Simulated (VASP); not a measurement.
## C: single point with PBEsol

System: C, a slab with vacuum.

```
CELL_PARAMETERS angstrom
2.51292 0.00000 0.00000
-1.25646 2.17625 0.00000
0.00000 0.00000 27.82370
ATOMIC_POSITIONS crystal
C 0.00000 0.00000 0.26955
C 0.66667 0.33333 0.28799
C 0.66667 0.33333 0.34330
C 0.33333 0.66667 0.36173
C 0.33333 0.66667 0.41704
C 0.00000 0.00000 0.43548
C 0.00000 0.00000 0.49078
C 0.66667 0.33333 0.50922
C 0.66667 0.33333 0.56452
C 0.33333 0.66667 0.58296
C 0.33333 0.66667 0.63827
C 0.00000 0.00000 0.65670
C 0.00000 0.00000 0.71201
C 0.66667 0.33333 0.73045
```

| Quantity | Value |
| --- | --- |
| Program | VASP 6.6.1 |
| Task | single point |
| Functional | PBEsol |
| Potentials or basis | VASP PAW PBE potentials, release 64 (C) |
| Cutoff | 520 eV |
| k mesh | 12 × 12 × 1 |
| Occupations | gaussian, width 0.05 eV |
| Spin | no spin polarisation |
| Dipole correction | yes |
| Further INCAR settings | ALGO = Normal; EDIFF = 1e-06; NBANDS = 41; NELMDL = -8 |

```json
{
  "Largest force": "4.760 eV/Å",
  "Band gap on the k mesh": "zero (bands 28 and 29 overlap by 0.20 eV)"
}
```

Forces on the atoms (eV/Å):
```
C    0.000  0.000  4.160
C    0.000  0.000 -4.760
C    0.000  0.000  0.822
C    0.000  0.000 -0.387
C    0.000  0.000  0.171
C    0.000  0.000 -0.078
C    0.000  0.000  0.059
C    0.000  0.000 -0.059
C    0.000  0.000  0.078
C    0.000  0.000 -0.171
C    0.000  0.000  0.387
C    0.000  0.000 -0.822
C    0.000  0.000  4.760
C    0.000  0.000 -4.160
```

Levels at points of the mesh, in eV from the Fermi level:
| k point | band 24 | band 25 | band 26 | band 27 | band 28 | band 29 | band 30 | band 31 | band 32 | band 33 |
| --- | --- | --- | --- | --- | --- | --- | --- | --- | --- | --- |
| (0.00, 0.00, 0.00) | -0.79 | -0.79 | -0.73 | -0.73 | -0.09 | 0.23 | 4.67 | 4.67 | 4.99 | 5.31 |
| (0.50, 0.00, 0.00) | -4.73 | -4.55 | -3.81 | -3.71 | -0.10 | -0.10 | 3.51 | 3.81 | 4.36 | 4.67 |

Run time: 6.4 min on 1 thread of AMD EPYC 7R13, with other jobs on the host, peak memory 0.26 GiB.

Caveat: the PAW data sets were made with another functional, which shifts forces and pressure a little.
